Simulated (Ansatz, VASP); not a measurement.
**Two plane-wave programs on Ag**

INCAR

```
ALGO = Fast ; EDIFF = 1E-6
ENCUT = 520 ; GGA = PS
ISIF = 2 ; ISMEAR = 0
LASPH = True ; LCHARG = False
LREAL = False ; LWAVE = False
NBANDS = 12 ; NELM = 80
PREC = Accurate ; SIGMA = 0.15
```

File KPOINTS:

```
k-points
0
Gamma
  20 20 20
```

The input POSCAR:

```
Ag
1.0
   -1.6556540000      1.6556540000      1.5314799500
    1.6556540000     -1.6556540000      1.5314799500
    1.6556540000      1.6556540000     -1.5314799500
Ag
1
Direct
    0.0000000000      0.0000000000      0.0000000000
```

Input for Ansatz:

```yaml
crystal:
  lattice:
    - [-1.655654, 1.655654, 1.53147995]
    - [1.655654, -1.655654, 1.53147995]
    - [1.655654, 1.655654, -1.53147995]
  atoms:
    - { symbol: Ag, position: [0.0, 0.0, 0.0] }
basis:
  ecutwfc: 420
kpoints:
  mp_grid: { grid: [20, 20, 20] }
hamiltonian:
  xc: pbesol
scf:
  occupations: { method: gaussian, width: 0.15 }
output:
  forces: true
  stress: true
  eigenvalues: true
```

Change from the starting cell: strain -0.0750 x Voigt [0, 0, 1, 0, 0, 0], atoms carried along.

Alike in both runs: task single point; functional PBEsol; k mesh 20 × 20 × 20; occupations gaussian, width 0.15 eV; no spin polarisation.

```csv
,VASP,Ansatz
version,VASP 6.6.1,Ansatz 0.2.0
potentials or method,"VASP PAW PBE potentials, release 64 (Ag), cutoff 520 eV","scalar-relativistic, plane waves, PAW"
valence electrons in the cell,11,19
```

Ansatz gave:

* gap on the k mesh at the Fermi level (eV): none
* pressure (GPa): -0.1
* traceless stress, the component that is largest in VASP (GPa): -0.17

**Question.** Which values does VASP return?

**Answer.** gap on the k mesh at the Fermi level (eV): none; pressure (GPa): -0.2; traceless stress, the component that is largest in VASP (GPa): -0.17.

VASP's potentials were made for PBE, not for PBEsol. A gap of «none» marks a metal or a gap that the smearing closes. The functional is the same, so the differences come from potentials, cutoffs and numerics. VASP's potentials hold 11 valence electrons a cell and Ansatz's 19, so a difference there can come from the potentials and not from the codes.
